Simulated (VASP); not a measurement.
# HfO2 (P1) in VASP: single point with r2SCAN

Aim: the single point of HfO2 with r2SCAN.

All numbers are computed with VASP 6.6.1; they aren't measurements. Logs are shortened: lines on timing, memory, paths and dates and some standing lists are left out, and cuts for length are marked.

## Step 1: The cell of the first run

The typed cell holds 6 atoms: a = 3.400 Å, b = 3.452 Å, c = 4.938 Å, α = 91.08°, β = 94.29°, γ = 87.85°.

## Step 2: Single point, r2SCAN (atoms moved at random and the cell strained at random)

POSCAR

```
HfO2
1.0
    3.3968621167      0.0638430009     -0.1269459184
    0.0638430009      3.4516159010     -0.0310689490
   -0.1845258866     -0.0451611634      4.9348392082
Hf O
2 4
Direct
    0.4991775239      0.5055977213      0.4999264685
    0.0081710497      0.0001851969     -0.0047561420
   -0.0088138269      0.4954879384      0.6935840736
    0.4932947410     -0.0003420532      0.8000662644
    0.5077660980      0.0018918584      0.3077866463
    0.0004044144      0.4971793382      0.2033926893
```

INCAR.step1

```
SYSTEM = HfO2
PREC     = Accurate       ! precision mode
ENCUT    = 520            ! plane-wave cutoff, eV
ISMEAR   = 0              ! smearing method
SIGMA    = 0.05           ! smearing width, eV
LREAL    = .FALSE.        ! projectors in reciprocal space
LASPH    = .TRUE.         ! aspherical terms in the spheres
NELM     = 100            ! most SCF steps
NBANDS   = 31             ! bands
GGA      = PE             ! functional
ALGO     = Normal         ! electronic algorithm
EDIFF    = 1E-4           ! SCF threshold, eV
LWAVE    = .TRUE.         ! write WAVECAR
LCHARG   = .FALSE.        ! write CHGCAR
```

INCAR.step2

```
SYSTEM = HfO2
PREC     = Accurate       ! precision mode
ENCUT    = 520            ! plane-wave cutoff, eV
EDIFF    = 1E-6           ! SCF threshold, eV
ISMEAR   = 0              ! smearing method
SIGMA    = 0.05           ! smearing width, eV
LREAL    = .FALSE.        ! projectors in reciprocal space
LASPH    = .TRUE.         ! aspherical terms in the spheres
NELM     = 100            ! most SCF steps
ALGO     = Normal         ! electronic algorithm
ISIF     = 2              ! what is computed and relaxed
LWAVE    = .FALSE.        ! write WAVECAR
LCHARG   = .TRUE.         ! write CHGCAR
METAGGA  = R2SCAN         ! meta-GGA
LMIXTAU  = .TRUE.       
LELF     = .TRUE.         ! ELF
LVHAR    = .TRUE.       
NBANDS   = 31             ! bands
ISTART   = 1
```

KPOINTS

```
regular mesh
0
G
  6 6 6
  0 0 0
```

Potentials or basis: VASP PAW PBE potentials, release 64 (Hf_pv, O).

On the command line:

```bash
$ cat potpaw_PBE.64/Hf_pv/POTCAR potpaw_PBE.64/O/POTCAR > POTCAR
$ cp INCAR.step1 INCAR
$ mpirun -np 1 vasp_std > vasp.out
$ cp INCAR.step2 INCAR
$ mpirun -np 1 vasp_std > vasp.out
```

OUTCAR:

```text
SYSTEM = HfO2
   PREC = Accurate
   ENCUT = 520
   EDIFF = 1E-6
   ISMEAR = 0
   LREAL = .FALSE.
   LASPH = .TRUE.
   NELM = 100
   ISIF = 2
   METAGGA = R2SCAN
   ISTART = 1

 ion  position               nearest neighbor table
   1  0.499  0.506  0.500-   3 1.86   5 1.97   5 1.98   3 2.04   6 2.16   4 2.24   4 2.31   6 2.33
                             2 3.35   2 3.36   2 3.37   2 3.39   2 3.45   2 3.54   2 3.58   2 3.63
   2  0.008  0.000  0.995-   4 1.93   4 1.97   6 1.98   6 2.04   5 2.21   3 2.27   3 2.29   5 2.38
                             1 3.35   1 3.36   1 3.37   1 3.39   1 3.45   1 3.54   1 3.58   1 3.63
   3  0.991  0.495  0.694-   1 1.86   1 2.04   2 2.27   2 2.29
   4  0.493  1.000  0.800-   2 1.93   2 1.97   1 2.24   1 2.31
   5  0.508  0.002  0.308-   1 1.97   1 1.98   2 2.21   2 2.38
   6  0.000  0.497  0.203-   2 1.98   2 2.04   1 2.16   1 2.33

  LATTYP: Found a triclinic cell.
 ALAT       =     3.3998328540
 B/A-ratio  =     1.7007676517
 C/A-ratio  =     1.0154458292
 COS(alpha) =     0.0060208381
 COS(beta)  =     0.0375868145
 COS(gamma) =     0.5240726604

  Lattice vectors:

 A1 = (  -3.3968621167,  -0.0638430009,   0.1269459184)
 A2 = (  -3.2123362301,  -0.0186818375,  -4.8078932898)
 A3 = (  -0.0638430009,  -3.4516159010,   0.0310689490)

Analysis of symmetry for initial positions (statically):
=====================================================================
 Subroutine PRICEL returns:
 Original cell was already a primitive cell.

 Routine SETGRP: Setting up the symmetry group for a
 triclinic supercell.

 Subroutine GETGRP returns: Found  1 space group operations
 (whereof  1 operations were pure point group operations)
 out of a pool of  2 trial point group operations.

The static configuration has the point symmetry C_1 .

Analysis of symmetry for dynamics (positions and initial velocities):
=====================================================================
 Subroutine PRICEL returns:
 Original cell was already a primitive cell.

 Routine SETGRP: Setting up the symmetry group for a
 triclinic supercell.

 Subroutine GETGRP returns: Found  1 space group operations
 (whereof  1 operations were pure point group operations)
 out of a pool of  2 trial point group operations.

The dynamic configuration has the point symmetry C_1 .

 Subroutine INISYM returns: Found  1 space group operations
 (whereof  1 operations are pure point group operations),
 and found     1 'primitive' translations

----------------------------------------------------------------------------------------

                                     Primitive cell

  volume of cell :      57.7543

  direct lattice vectors                    reciprocal lattice vectors
     3.396862117  0.063843001 -0.126945918     0.294900268 -0.005355822  0.010978039
     0.063843001  3.451615901 -0.031068949    -0.005355822  0.289840512  0.002452207
    -0.184525887 -0.045161163  4.934839208     0.007552421  0.001687013  0.202938690

  length of vectors
     3.399832854  3.452346092  4.938494441     0.295153130  0.289900363  0.203086181

  position of ions in fractional coordinates (direct lattice)
     0.499177524  0.505597721  0.499926468
     0.008171050  0.000185197  0.995243858
     0.991186173  0.495487938  0.693584074
     0.493294741  0.999657947  0.800066264
     0.507766098  0.001891858  0.307786646
     0.000404414  0.497179338  0.203392689

  ion indices of the primitive-cell ions
   primitive index   ion index
                 1           1
                 2           2
                 3           3
                 4           4
                 5           5
                 6           6

----------------------------------------------------------------------------------------

 KPOINTS: regular mesh

Automatic generation of k-mesh.
 Grid dimensions read from file:
 generate k-points for:    6    6    6

 Generating k-lattice:

  Cartesian coordinates                     Fractional coordinates (reciprocal lattice)
     0.049150045 -0.000892637  0.001829673     0.166666667  0.000000000 -0.000000000
    -0.000892637  0.048306752  0.000408701    -0.000000000  0.166666667  0.000000000
     0.001258737  0.000281169  0.033823115     0.000000000  0.000000000  0.166666667

  Length of vectors
     0.049192188  0.048316727  0.033847697

  Shift w.r.t. Gamma in fractional coordinates (k-lattice)
     0.000000000  0.000000000  0.000000000

 Subroutine IBZKPT returns following result:
 ===========================================

 Found    112 irreducible k-points:

 Following reciprocal coordinates:
            Coordinates               Weight
  0.000000  0.000000  0.000000      1.000000
  0.166667 -0.000000  0.000000      2.000000
  0.333333 -0.000000  0.000000      2.000000
  0.500000 -0.000000 -0.000000      1.000000
  0.000000  0.166667  0.000000      2.000000
  0.166667  0.166667 -0.000000      2.000000
[... 16 lines left out ...]
  0.333333  0.000000  0.166667      2.000000
  0.500000 -0.000000  0.166667      2.000000
 [... further k-points ...]
   k-points           NKPTS =    112   k-points in BZ     NKDIM =    112   number of bands    NBANDS=     31
   number of dos      NEDOS =    301   number of ions     NIONS =      6
   total plane-waves  NPLWV =  31360
   dimension x,y,z NGX =    28 NGY =   28 NGZ =   40
   dimension x,y,z NGXF=    56 NGYF=   56 NGZF=   80
   ions per type =               2   4
   NGX,Y,Z   is equivalent  to a cutoff of  13.69, 13.48, 13.47 a.u.
   NGXF,Y,Z  is equivalent  to a cutoff of  27.38, 26.97, 26.93 a.u.
 SYSTEM =  HfO2
   PREC   = accura    normal or accurate (medium, high low for compatibility)
   ISTART =      1    job   : 0-new  1-cont  2-samecut
   ICHARG =      0    charge: 1-file 2-atom 10-const
   ISPIN  =      1    spin polarized calculation?
   LNONCOLLINEAR =      F non collinear calculations
   LSORBIT =      F    spin-orbit coupling
   LASPH  =      T    aspherical Exc in radial PAW
   ENCUT  =  520.0 eV  38.22 Ry    6.18 a.u.   6.32  6.42  9.18*2*pi/ulx,y,z
   NELM   =    100;   NELMIN=  2; NELMDL=  0     # of ELM steps
   EDIFF  = 0.1E-05   stopping-criterion for ELM
   LREAL  =      F    real-space projection
   EDIFFG = 0.1E-04   stopping-criterion for IOM
   NSW    =      0    number of steps for IOM
   IBRION =     -1    ionic relax: 0-MD 1-quasi-New 2-CG
   NFREE  =      0    steps in history (QN), initial steepest desc. (CG)
   ISIF   =      2    stress and relaxation
   ISYM   =      2    0-nonsym 1-usesym 2-fastsym
   POTIM  = 0.5000    time-step for ionic-motion
   TEBEG  =    0.0;   TEEND  =   0.0 temperature during run
   PSTRESS=    0.0 pullay stress
   NELECT =      44.0000    total number of electrons
   NUPDOWN=      -1.0000    fix difference up-down
   EMIN   =  10.00;   EMAX   =-10.00  energy-range for DOS
   EFERMI =   0.00;   METHOD = LEGACY
   ISMEAR =     0;   SIGMA  =   0.05  broadening in eV -4-tet -1-fermi 0-gaus
   EFERMI_NEDOS =   21; number of points for ismear=-14 and -15
   IALGO  =     38    algorithm
   IMIX   =      4    mixing-type and parameters
     AMIX     =   0.40;   BMIX     =  1.00
     AMIX_MAG =   1.60;   BMIX_MAG =  1.00
  volume/ion in A,a.u.               =       9.63        64.96
  Fermi-wavevector in a.u.,A,eV,Ry     =   1.495194  2.825507 30.417254  2.235605
  Thomas-Fermi vector in A             =   2.607370
   LORBIT       =      0    0 simple, 1 ext, 2 COOP (PROOUT), +10 PAW based schemes
   METAGGA = R2SCAN    functional components
   LHFCALC =     F    Hartree Fock is set to
   AEXX    =    0.0000 exact exchange contribution
   IVDW    =     0    specifies the selected vdW correction
   LEPSILON=     F    determine dielectric tensor
   LRPA    =     F    only Hartree local field effects (RPA)
 non-spin polarized calculation
 Gauss-broadening in eV      SIGMA  =   0.05
  energy-cutoff  :      520.00
  volume of cell :       57.75
 maximum number of plane-waves:      1572
 NGX is ok and might be reduce to    28
   NGX = 13   NGY = 13   NGZ = 19

 number of electron      43.9999999 magnetization

 Free energy of the ion-electron system (eV)
  ---------------------------------------------------
  ext. energy  EPLUGINS =         0.00000000
  ---------------------------------------------------
  free energy    TOTEN  =      -135.99349209 eV

  energy without entropy =     -135.99349209  energy(sigma->0) =     -135.99349209

 E-fermi :   4.6006     XC(G=0): -13.2720

 val. band max:        4.3028455487   @ k =   0.0000   0.0000   0.5000
 cond. band min:       9.7549663710   @ k =   0.0000   0.0000   0.0000
 fundamental gap:      5.4521208223
 Fermi energy:         4.6006329439

 k-point     1 :       0.0000    0.0000    0.0000
  band No.  band energies     occupation
      1     -25.8784      2.00000
      2     -25.2648      2.00000
      3     -25.1988      2.00000
      4     -25.0308      2.00000
      5     -24.9512      2.00000
      6     -24.9045      2.00000
[... 23 lines left out ...]
     30      15.5434      0.00000
     31      17.1242      0.00000

 k-point     2 :       0.1667   -0.0000    0.0000
  band No.  band energies     occupation
      1     -25.8164      2.00000
      2     -25.3944      2.00000
      3     -25.2005      2.00000
      4     -25.1619      2.00000
      5     -25.0058      2.00000
      6     -24.9114      2.00000
[... 23 lines left out ...]
     30      15.1225      0.00000
     31      16.4401      0.00000

 k-point     3 :       0.3333   -0.0000    0.0000
  band No.  band energies     occupation
      1     -25.7432      2.00000
      2     -25.6113      2.00000
      3     -25.4327      2.00000
      4     -25.1675      2.00000
      5     -25.0967      2.00000
      6     -24.9193      2.00000
[... 23 lines left out ...]
     30      15.0841      0.00000
     31      15.2984      0.00000

 k-point     4 :       0.5000   -0.0000   -0.0000
  band No.  band energies     occupation
      1     -25.8300      2.00000
      2     -25.6821      2.00000
      3     -25.4211      2.00000
      4     -25.1849      2.00000
      5     -25.1498      2.00000
      6     -24.9242      2.00000
[... 23 lines left out ...]
     30      15.3917      0.00000
     31      15.6448      0.00000

 k-point     5 :       0.0000    0.1667    0.0000
  band No.  band energies     occupation
      1     -25.8077      2.00000
      2     -25.3427      2.00000
      3     -25.2274      2.00000
      4     -25.0822      2.00000
      5     -25.0469      2.00000
      6     -24.9405      2.00000
[... 23 lines left out ...]
     30      15.5003      0.00000
     31      16.4279      0.00000
[... 542 lines left out ...]
     30      15.5452      0.00000
     31      16.8561      0.00000

 k-point    22 :       0.1667    0.0000    0.1667
  band No.  band energies     occupation
      1     -25.7291      2.00000
      2     -25.4040      2.00000
      3     -25.2683      2.00000
      4     -25.1854      2.00000
      5     -24.9992      2.00000
      6     -24.9230      2.00000
[... 23 lines left out ...]
     30      15.2430      0.00000
     31      16.6767      0.00000

 k-point    23 :       0.3333    0.0000    0.1667
  band No.  band energies     occupation
      1     -25.7309      2.00000
      2     -25.5994      2.00000
      3     -25.4715      2.00000
      4     -25.1604      2.00000
      5     -25.0846      2.00000
      6     -24.9265      2.00000
[... 23 lines left out ...]
     30      15.2949      0.00000
     31      15.5888      0.00000

 k-point    24 :       0.5000   -0.0000    0.1667
  band No.  band energies     occupation
      1     -25.8718      2.00000
      2     -25.7442      2.00000
      3     -25.3395      2.00000
      4     -25.1553      2.00000
      5     -25.1455      2.00000
      6     -24.9229      2.00000
[... 23 lines left out ...]
     30      15.4734      0.00000
     31      15.7541      0.00000

 [... further k-points ...]

------------------------ aborting loop because EDIFF is reached ----------------------------------------

  FORCE on cell =-STRESS in cart. coord.  units (eV):
  Direction    XX          YY          ZZ          XY          YZ          ZX
  --------------------------------------------------------------------------------------
  -------------------------------------------------------------------------------------
  Total       20.0277985     14.2253017     16.0924499     -2.9085422      0.8675624      4.7153820
  in kB      555.5962076    394.6276798    446.4247081    -80.6866033     24.0672665    130.8106008
  external PRESSURE =     465.5495318 kB  Pullay stress =       0.0000000 kB

 VOLUME and BASIS-vectors are now :
 -----------------------------------------------------------------------------
  energy-cutoff  :      520.00
  volume of cell :       57.75
      direct lattice vectors                 reciprocal lattice vectors
     3.396862117  0.063843001 -0.126945918     0.294900268 -0.005355822  0.010978039
     0.063843001  3.451615901 -0.031068949    -0.005355822  0.289840512  0.002452207
    -0.184525887 -0.045161163  4.934839208     0.007552421  0.001687013  0.202938690

 POSITION                                       TOTAL-FORCE (eV/Angst)
 -----------------------------------------------------------------------------------
      1.63567      1.75442      2.38798        -2.407209      0.115297     -0.890226
     -0.15588     -0.04379      4.91033         0.570265     -0.404502      1.306672
      3.27057      1.74219      3.28150         2.678437      0.001731      2.233229
      1.59184      3.44580      3.85452        -0.561138     -0.009797     -0.758427
      1.66814      0.02505      1.45436         0.306446     -0.376972     -1.201494
     -0.00442      1.70691      0.98821        -0.586802      0.674243     -0.689754
 -----------------------------------------------------------------------------------
    total drift:                                0.000571     -0.001144     -0.000698

  FREE ENERGIE OF THE ION-ELECTRON SYSTEM (eV)
  ---------------------------------------------------
  free  energy   TOTEN  =      -135.9934920893 eV

  energy  without entropy=     -135.9934920893  energy(sigma->0) =     -135.99349209
```

Wall time 19 min (1 thread of Oxide Virtual Turin-like, shared host); peak memory 0.26 GiB.

What came out:

| Quantity | Value |
| --- | --- |
| Free energy | -135.9935 eV |
| Pressure | 46.6 GPa |
| Largest force | 3.487 eV/Å |
| Band gap on the k mesh | 5.45 eV (least direct gap 5.55 eV) |

Forces in eV/Å, atoms in the order of the input:
```
Hf  -2.407  0.115 -0.890
Hf   0.570 -0.405  1.307
O    2.678  0.002  2.233
O   -0.561 -0.010 -0.758
O    0.306 -0.377 -1.201
O   -0.587  0.674 -0.690
```

Levels at points of the mesh, in eV from the valence-band top:
```csv
k point,band 19,band 20,band 21,band 22,band 23,band 24,band 25,band 26
"(0.00, 0.00, 0.00)",-0.87,-0.53,-0.19,-0.10,5.45,5.58,7.14,7.50
"(0.50, 0.00, 0.00)",-1.88,-1.58,-0.39,-0.05,5.81,6.18,7.19,7.65
"(0.00, 0.50, 0.00)",-1.84,-1.67,-0.25,-0.18,5.88,6.03,7.06,7.52
"(0.50, 0.50, 0.00)",-1.04,-0.87,-0.72,-0.41,6.53,6.91,7.37,7.54
"(0.00, 0.00, 0.50)",-0.87,-0.66,-0.32,0.00,6.21,6.46,6.72,7.03
"(0.50, 0.00, 0.50)",-1.73,-1.69,-1.21,-1.04,5.98,6.29,6.54,6.91
"(0.00, 0.50, 0.50)",-1.69,-1.56,-1.20,-1.05,5.94,6.16,6.69,7.04
"(0.50, 0.50, 0.50)",-1.73,-1.59,-0.23,-0.09,6.94,7.12,7.29,7.82
```

Caveat: the cell differs from its parent crystal (atoms moved at random and the cell strained at random); the stress differs along the axes, from 39 to 56 GPa; the PAW data sets were made with another functional, which shifts forces and pressure a little; spin-orbit coupling is left out, which moves the levels of the heavy elements. A k mesh can miss the band edges.
